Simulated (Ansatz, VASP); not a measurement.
**MnO2: VASP beside Ansatz**

```
Mn O
1.0
     4.39600    0.00000    0.00000
     0.00000    4.39600    0.00000
     0.00000    0.00000    2.87100
Mn O
2 4
Direct
  0.00000 0.00000 0.00000
  0.50000 0.50000 0.50000
  0.30200 0.30200 0.00000
  0.19800 0.80200 0.50000
  0.69800 0.69800 0.00000
  0.80200 0.19800 0.50000
```

Alike in both runs: task single point; functional LDA; k mesh 4 × 4 × 7; occupations gaussian, width 0.05 eV; collinear spin; Hubbard terms Mn d U = 4.0 eV.

|  | VASP | Ansatz |
| --- | --- | --- |
| version | VASP 6.6.1 | Ansatz 0.2.0 |
| potentials or method | VASP PAW LDA potentials, release 64 (Mn_pv, O), cutoff 520 eV | scalar-relativistic, plane waves, PAW |
| valence electrons in the cell | 50 | 54 |

Ansatz gave:

| Property | Result |
| --- | --- |
| pressure (GPa) | -6.4 |
| traceless stress, the component that is largest in VASP (GPa) | -0.25 |
| rms of the force components (eV/Å) | 0.258 |
| net moment per atom (μB) | 1.00 |
| size of the moment on the site where the two differ most (μB) | 2.63 |

Task: What did VASP give for the same quantities?

Result: Pressure (GPa): -5.5; traceless stress, the component that is largest in VASP (GPa): -0.63; rms of the force components (eV/Å): 0.248; net moment per atom (μB): 1.00; size of the moment on the site where the two differ most (μB): 2.96.

LDA's correlation is that of Perdew and Zunger in VASP and of Perdew and Wang (1992) in Ansatz. Site moments also hang on the region over which each program counts them. The programs project onto different local orbitals, so the same U acts differently, and such runs can settle in different states. Atom by atom the forces differ by 0.010 eV/Å (rms over components). VASP's potentials hold 50 valence electrons a cell and Ansatz's 54, so a difference there can come from the potentials and not from the codes. Ansatz's warnings: filled band counts differ across k points.
